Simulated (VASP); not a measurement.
The system is Ir.

```
CELL_PARAMETERS angstrom
-1.52367 1.52367 1.52367
1.52367 -1.52367 1.52367
1.52367 1.52367 -1.52367
ATOMIC_POSITIONS crystal
Ir 0.00000 0.00000 0.00000
```

- Program: VASP 6.6.1
- Task: relaxation of cell and atoms
- Functional: PBE
- Potentials or basis: VASP PAW PBE potentials, release 64 (Ir)
- Cutoff: 600 eV
- k mesh: 14 × 14 × 14
- Occupations: fermi-dirac, width 0.05 eV
- Spin: collinear spin, ferromagnetic start
- Starting moments: [1.0] μB

At the start: pressure 23.3 GPa; volume 14.15 Å³/atom.

Problem. How do energy, volume and symmetry change on relaxing?

Solution. Over 17 steps the energy falls by 64.6 meV/atom and the volume is 15.10 Å³/atom (+6.7 %); space group Im-3m (No. 229, to 0.05 Å); moment 0.46 μB per cell.

Step by step:
```tsv
step	energy change (eV)	largest force (eV/Å)	pressure (GPa)	volume (Å³)
1	0.0000	0.0000	23.30	14.15
2	0.4804	0.0000	-37.34	18.80
3	-0.0641	0.0000	-1.89	15.20
4	-0.0646	0.0000	-0.23	15.11
5	-0.0646	0.0000	0.18	15.09
6	-0.0646	0.0000	0.18	15.09
7	-0.0646	0.0000	0.18	15.09
8	-0.0646	0.0000	0.16	15.09
9	-0.0646	0.0000	0.16	15.09
10	-0.0646	0.0000	0.16	15.09
11	-0.0646	0.0000	0.16	15.09
12	-0.0646	0.0000	0.16	15.09
13	-0.0646	0.0000	0.16	15.09
14	-0.0646	0.0000	0.15	15.09
15	-0.0646	0.0000	0.15	15.09
16	-0.0646	0.0000	0.13	15.09
17	-0.0646	0.0000	0.04	15.10
```

Final structure:
```cif
data_structure
_symmetry_space_group_name_H-M 'P 1'
_symmetry_Int_Tables_number 1
_cell_length_a 2.6967
_cell_length_b 2.6967
_cell_length_c 2.6967
_cell_angle_alpha 109.471
_cell_angle_beta 109.471
_cell_angle_gamma 109.471
_cell_volume 15.10
loop_
_atom_site_label
_atom_site_type_symbol
_atom_site_fract_x
_atom_site_fract_y
_atom_site_fract_z
_atom_site_occupancy
Ir1 Ir 0.00000 0.00000 0.00000 1
```
